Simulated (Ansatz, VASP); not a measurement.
W in VASP and in Ansatz

```
CELL_PARAMETERS angstrom
-1.40291 1.60332 1.60332
1.60332 -1.40291 1.60332
1.60332 1.60332 -1.40291
ATOMIC_POSITIONS crystal
W 0.00000 0.00000 0.00000
```

Alike in both runs: task single point; functional r2SCAN; k mesh 16 × 16 × 16; occupations gaussian, width 0.15 eV; no spin polarisation.

```csv
,VASP,Ansatz
version,VASP 6.6.1,Ansatz 0.2.0
potentials or method,"VASP PAW PBE potentials, release 64 (W_sv), cutoff 520 eV","scalar-relativistic, plane waves, PAW"
valence electrons in the cell,14,14
```

```tsv
	VASP	Ansatz	Ansatz less VASP
gap on the k mesh at the Fermi level (eV)	none	none	-
pressure (GPa)	0.2	-1.1	-1.27
traceless stress, the component that is largest in VASP (GPa)	-12.96	-12.86	+0.100
```

VASP's potentials were made for PBE, not for r2SCAN. A gap of «none» marks a metal or a gap that the smearing closes.

Spin-orbit coupling is off throughout.
